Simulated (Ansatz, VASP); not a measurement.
# C: VASP beside Ansatz

File INCAR:

```
SYSTEM = C
PREC = Accurate
ENCUT = 520
EDIFF = 1E-8
ISMEAR = -1
SIGMA = 0.03
LREAL = .False.
LASPH = .True.
NELM = 120
ALGO = Normal
ISIF = 2
LWAVE = .False.
LCHARG = .False.
GGA = PE
LEFG = .True.
NBANDS = 11
GGA_COMPAT = .False.
```

File KPOINTS:

```
Automatic mesh
0
Gamma
  14 14 14
  0 0 0
```

Contents of POSCAR:

```
C
1.0
    0.0000000000      1.8038011959      1.8038011959
    1.8038011959      0.0000000000      1.8038011959
    1.8038011959      1.8038011959      0.0000000000
C
2
Direct
    0.0000000000      0.0000000000      0.0000000000
    0.2500000000      0.2500000000      0.2500000000
```

Input for Ansatz:

```yaml
crystal:
  lattice:
    - [0.0, 1.8038011959, 1.8038011959]
    - [1.8038011959, 0.0, 1.8038011959]
    - [1.8038011959, 1.8038011959, 0.0]
  atoms:
    - { symbol: C, position: [0.0, 0.0, 0.0] }
    - { symbol: C, position: [0.25, 0.25, 0.25] }
kpoints:
  mp_grid: { grid: [14, 14, 14] }
scf:
  occupations: { method: fermi_dirac, width: 0.03 }
hamiltonian:
  xc: pbe
  pseudopotentials: { kind: paw }
output:
  forces: true
  stress: true
  eigenvalues: true
  efg: { contact_densities: true }
```

Change from the starting cell: functional pbe, volume scaled by 1.04, PAW files.

Alike in both runs: task electric field gradients; functional PBE; k mesh 14 × 14 × 14; occupations fermi-dirac, width 0.03 eV; no spin polarisation.

```csv
,VASP,Ansatz
version,VASP 6.6.1,Ansatz 0.2.0
potentials or method,"VASP PAW PBE potentials, release 64 (C)","PAW with Ansatz's default frozen-core files, scalar-relativistic"
plane-wave cutoff (eV),520,420
valence electrons in the cell,8,8
```

VASP gave:

| Property | Result |
| --- | --- |
| gap on the k mesh at the Fermi level (eV) | 4.05 |
| pressure (GPa) | -11.8 |

Task: Which values does Ansatz return?

Result: gap on the k mesh at the Fermi level (eV): 4.07; pressure (GPa): -12.3.
